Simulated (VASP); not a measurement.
# Al (P6_3/mmc) in VASP: notebook, part 2 of 3

VASP 6.6.1. Earlier steps stand in the parts before.

**3. Single point, PBEsol+D3(BJ)**

This run uses another cell than the first one, of the same volume but with other edges.

INCAR reads:

```
SYSTEM = Al
  ALGO = Fast
  EDIFF = 1E-6
  ENCUT = 520
  GGA = PS
  ISIF = 2
  ISMEAR = 0
  IVDW = 12
  LASPH = .TRUE.
  LCHARG = .TRUE.
  LELF = .TRUE.
  LREAL = .FALSE.
  LVHAR = .TRUE.
  LWAVE = .FALSE.
  NBANDS = 14
  NELM = 60
  PREC = Accurate
  SIGMA = 0.15
```

KPOINTS reads:

```
k-points
0
G
  18 18 6
  0 0 0
```

POSCAR reads:

```
Al
1.0
    2.8007800515      0.0000000000      0.0000000000
   -1.4003900257      2.4255466750      0.0000000000
    0.0000000000      0.0000000000      8.5302000000
Al
4
Direct
    0.0000000000      0.0000000000      0.0000000000
    0.3333333333      0.6666666667      0.2500000000
    0.0000000000      0.0000000000      0.5000000000
    0.6666666667      0.3333333333      0.7500000000
```

Potentials or basis: VASP PAW PBE potentials, release 64 (Al).

Launch:

```console
cat potpaw_PBE.64/Al/POTCAR > POTCAR
mpirun -np 1 vasp_std > vasp.out
```

OUTCAR:

```text
SYSTEM = Al
   EDIFF = 1E-6
   ENCUT = 520
   GGA = PS
   ISIF = 2
   ISMEAR = 0
   IVDW = 12
   LASPH = .TRUE.
   LREAL = .FALSE.
   NELM = 60
   PREC = Accurate
 IVDW          = 12

 ion  position               nearest neighbor table
   1  0.000  0.000  0.000-   2 2.68   4 2.68   2 2.68   4 2.68   4 2.68   2 2.68
   2  0.333  0.667  0.250-   1 2.68   3 2.68   1 2.68   3 2.68   1 2.68   3 2.68
   3  0.000  0.000  0.500-   2 2.68   4 2.68   2 2.68   4 2.68   4 2.68   2 2.68
   4  0.667  0.333  0.750-   1 2.68   3 2.68   1 2.68   3 2.68   1 2.68   3 2.68

  LATTYP: Found a hexagonal cell.
 ALAT       =     2.8007800515
 C/A-ratio  =     3.0456515125

  Lattice vectors:

 A1 = (   2.8007800515,   0.0000000000,   0.0000000000)
 A2 = (  -1.4003900257,   2.4255466750,   0.0000000000)
 A3 = (   0.0000000000,   0.0000000000,   8.5302000000)

Analysis of symmetry for initial positions (statically):
=====================================================================
 Subroutine PRICEL returns:
 Original cell was already a primitive cell.

 Routine SETGRP: Setting up the symmetry group for a
 hexagonal supercell.

 Subroutine GETGRP returns: Found 24 space group operations
 (whereof 12 operations were pure point group operations)
 out of a pool of 24 trial point group operations.

The static configuration has the point symmetry D_3d.
 The point group associated with its full space group is D_6h.

Analysis of symmetry for dynamics (positions and initial velocities):
=====================================================================
 Subroutine PRICEL returns:
 Original cell was already a primitive cell.

 Routine SETGRP: Setting up the symmetry group for a
 hexagonal supercell.

 Subroutine GETGRP returns: Found 24 space group operations
 (whereof 12 operations were pure point group operations)
 out of a pool of 24 trial point group operations.

The dynamic configuration has the point symmetry D_3d.
 The point group associated with its full space group is D_6h.

 Subroutine INISYM returns: Found 24 space group operations
 (whereof 12 operations are pure point group operations),
 and found     1 'primitive' translations

----------------------------------------------------------------------------------------

                                     Primitive cell

  volume of cell :      57.9493

  direct lattice vectors                    reciprocal lattice vectors
     2.800780051  0.000000000  0.000000000     0.357043388  0.206139096  0.000000000
    -1.400390026  2.425546675  0.000000000     0.000000000  0.412278193  0.000000000
     0.000000000  0.000000000  8.530200000     0.000000000  0.000000000  0.117230546

  length of vectors
     2.800780051  2.800780051  8.530200000     0.412278193  0.412278193  0.117230546

  position of ions in fractional coordinates (direct lattice)
     0.000000000  0.000000000  0.000000000
     0.333333333  0.666666667  0.250000000
     0.000000000  0.000000000  0.500000000
     0.666666667  0.333333333  0.750000000

  ion indices of the primitive-cell ions
   primitive index   ion index
                 1           1
                 2           2
                 3           3
                 4           4

----------------------------------------------------------------------------------------

[... 56 lines left out ...]
   ions per type =               4
   NGX,Y,Z   is equivalent  to a cutoff of  14.25, 14.25, 12.47 a.u.
   NGXF,Y,Z  is equivalent  to a cutoff of  28.49, 28.49, 24.95 a.u.
 SYSTEM =  Al
   PREC   = accura    normal or accurate (medium, high low for compatibility)
   ISTART =      0    job   : 0-new  1-cont  2-samecut
   ICHARG =      2    charge: 1-file 2-atom 10-const
   ISPIN  =      1    spin polarized calculation?
   LNONCOLLINEAR =      F non collinear calculations
   LSORBIT =      F    spin-orbit coupling
   LASPH  =      T    aspherical Exc in radial PAW
   ENCUT  =  520.0 eV  38.22 Ry    6.18 a.u.   5.21  5.21 15.86*2*pi/ulx,y,z
   NELM   =     60;   NELMIN=  2; NELMDL= -5     # of ELM steps
   EDIFF  = 0.1E-05   stopping-criterion for ELM
   LREAL  =      F    real-space projection
   EDIFFG = 0.1E-04   stopping-criterion for IOM
   NSW    =      0    number of steps for IOM
   IBRION =     -1    ionic relax: 0-MD 1-quasi-New 2-CG
   NFREE  =      0    steps in history (QN), initial steepest desc. (CG)
   ISIF   =      2    stress and relaxation
   ISYM   =      2    0-nonsym 1-usesym 2-fastsym
   POTIM  = 0.5000    time-step for ionic-motion
   TEBEG  =    0.0;   TEEND  =   0.0 temperature during run
   PSTRESS=    0.0 pullay stress
   NELECT =      12.0000    total number of electrons
   NUPDOWN=      -1.0000    fix difference up-down
   EMIN   =  10.00;   EMAX   =-10.00  energy-range for DOS
   EFERMI =   0.00;   METHOD = LEGACY
   ISMEAR =     0;   SIGMA  =   0.15  broadening in eV -4-tet -1-fermi 0-gaus
   EFERMI_NEDOS =   21; number of points for ismear=-14 and -15
   IALGO  =     68    algorithm
   IMIX   =      4    mixing-type and parameters
     AMIX     =   0.40;   BMIX     =  1.00
     AMIX_MAG =   1.60;   BMIX_MAG =  1.00
  volume/ion in A,a.u.               =      14.49        97.77
  Fermi-wavevector in a.u.,A,eV,Ry     =   0.968544  1.830283 12.763315  0.938077
  Thomas-Fermi vector in A             =   2.098522
   LORBIT       =      0    0 simple, 1 ext, 2 COOP (PROOUT), +10 PAW based schemes
   GGA     = PS    functional components
   LHFCALC =     F    Hartree Fock is set to
   AEXX    =    0.0000 exact exchange contribution
   IVDW    =    12    specifies the selected vdW correction
   LEPSILON=     F    determine dielectric tensor
   LRPA    =     F    only Hartree local field effects (RPA)
 non-spin polarized calculation
 RMM-DIIS sequential band-by-band and
 Gauss-broadening in eV      SIGMA  =   0.15
  energy-cutoff  :      520.00
  volume of cell :       57.95
 maximum number of plane-waves:      1584
 NGX is ok and might be reduce to    24

 number of electron      12.0000000 magnetization

 Free energy of the ion-electron system (eV)
  ---------------------------------------------------
  ext. energy  EPLUGINS =         0.00000000
  ---------------------------------------------------
  free energy    TOTEN  =       -16.00050845 eV

  energy without entropy =      -15.98345713  energy(sigma->0) =      -15.99198279

 E-fermi :   9.3637     XC(G=0): -10.7395

 val. band max:        9.3497419820   @ k =   0.2778   0.0000   0.3333
 cond. band min:       9.3690373972   @ k =   0.2778   0.0556   0.0000
 fundamental gap:      0.0192954152
 Fermi energy:         9.3636612897

 k-point     1 :       0.0000    0.0000    0.0000
  band No.  band energies     occupation
      1      -2.6901      2.00000
      2      -0.6768      2.00000
      3      -0.6750      2.00000
      4       4.7212      2.00000
      5       5.7222      2.00000
      6      14.5025      0.00000
      7      14.5384      0.00000
      8      19.8985      0.00000
      9      19.8985      0.00000
     10      20.0511      0.00000
     11      20.0511      0.00000
     12      21.0706      0.00000
     13      21.0730      0.00000
     14      21.2626      0.00000
[... 377 lines left out ...]
      1       2.3987      2.00000
      2       4.2823      2.00000
      3       4.3060      2.00000
      4       5.0376      2.00000
      5       7.0057      2.00000
      6       7.0342      2.00000
      7       9.4966      0.21006
      8      10.4591      0.00000
      9      11.6906      0.00000
     10      12.0095      0.00000
     11      13.4768      0.00000
     12      13.5883      0.00000
     13      14.2620      0.00000
     14      18.3604      0.00000

 [... further k-points ...]

------------------------ aborting loop because EDIFF is reached ----------------------------------------

 Edisp (eV)   -1.44901

 E8    (eV) :    -0.9758

  FORCE on cell =-STRESS in cart. coord.  units (eV):
  Direction    XX          YY          ZZ          XY          YZ          ZX
  --------------------------------------------------------------------------------------
  -------------------------------------------------------------------------------------
  Total       2.03739     2.03739     5.40834     0.00000    -0.00000     0.00000
  in kB      56.32961    56.32961   149.52945     0.00000    -0.00000     0.00000
  external pressure =       87.40 kB  Pullay stress =        0.00 kB

 VOLUME and BASIS-vectors are now :
 -----------------------------------------------------------------------------
  energy-cutoff  :      520.00
  volume of cell :       57.95
      direct lattice vectors                 reciprocal lattice vectors
     2.800780051  0.000000000  0.000000000     0.357043388  0.206139096  0.000000000
    -1.400390026  2.425546675  0.000000000     0.000000000  0.412278193  0.000000000
     0.000000000  0.000000000  8.530200000     0.000000000  0.000000000  0.117230546

 POSITION                                       TOTAL-FORCE (eV/Angst)
 -----------------------------------------------------------------------------------
      0.00000      0.00000      0.00000         0.000000     -0.000000      0.000000
     -0.00000      1.61703      2.13255         0.000000      0.000000      0.000000
      0.00000      0.00000      4.26510         0.000000     -0.000000      0.000000
      1.40039      0.80852      6.39765        -0.000000     -0.000000     -0.000000
 -----------------------------------------------------------------------------------
    total drift:                               -0.000000      0.000000      0.000000

  FREE ENERGIE OF THE ION-ELECTRON SYSTEM (eV)
  ---------------------------------------------------
  free  energy   TOTEN  =       -17.4495210892 eV

  energy  without entropy=      -17.4324697685  energy(sigma->0) =      -17.44099543
```

stdout:

```text
POSCAR found type information on POSCAR Al
 POSCAR found :  1 types and       4 ions
 scaLAPACK will be used
 -----------------------------------------------------------------------------
|                                                                             |
|                                                                             |
|     You enforced a specific xc type in the INCAR file but a different       |
|     I HOPE YOU KNOW WHAT YOU ARE DOING!                                     |
|                                                                             |
 -----------------------------------------------------------------------------

 LDA part: xc-table for (Slater+PW92), standard interpolation
 POSCAR, INCAR and KPOINTS ok, starting setup
 FFT: planning ... GRIDC
 FFT: planning ... GRID_SOFT
 FFT: planning ... GRID
 WAVECAR not read
 entering main loop
```

Run time: 3.4 min. Hardware: 1 thread of AMD EPYC 7R13, shared host; peak memory 0.21 GiB.

Results:

* Free energy: -17.4495 eV
* Pressure: 8.7 GPa
* Band gap on the k mesh: zero (band 6 reaches 14.60 eV, above the bottom of band 7 at 7.51 eV)
* Dispersion energy per atom: -0.362 eV

Levels at points of the mesh, in eV from the Fermi level:
| k point | band 2 | band 3 | band 4 | band 5 | band 6 | band 7 | band 8 | band 9 | band 10 | band 11 |
| --- | --- | --- | --- | --- | --- | --- | --- | --- | --- | --- |
| (0.00, 0.00, 0.00) | -10.04 | -10.04 | -4.64 | -3.64 | 5.14 | 5.17 | 10.53 | 10.53 | 10.69 | 10.69 |
| (0.50, 0.00, 0.00) | -5.89 | -4.41 | -4.34 | -3.63 | -3.55 | 0.92 | 1.33 | 2.25 | 2.42 | 5.33 |
| (0.00, 0.00, 0.50) | -11.55 | -7.57 | -7.57 | 0.15 | 0.15 | 10.64 | 10.64 | 10.91 | 10.91 | 10.91 |
| (0.50, 0.00, 0.50) | -5.51 | -5.41 | -5.41 | -1.93 | -1.93 | -1.19 | -1.19 | 5.19 | 5.19 | 5.75 |

Caveat: the PAW data sets were made with another functional, which shifts forces and pressure a little; pairwise dispersion overbinds metals, which lowers pressure and volume.

[end of part 2 of 3]
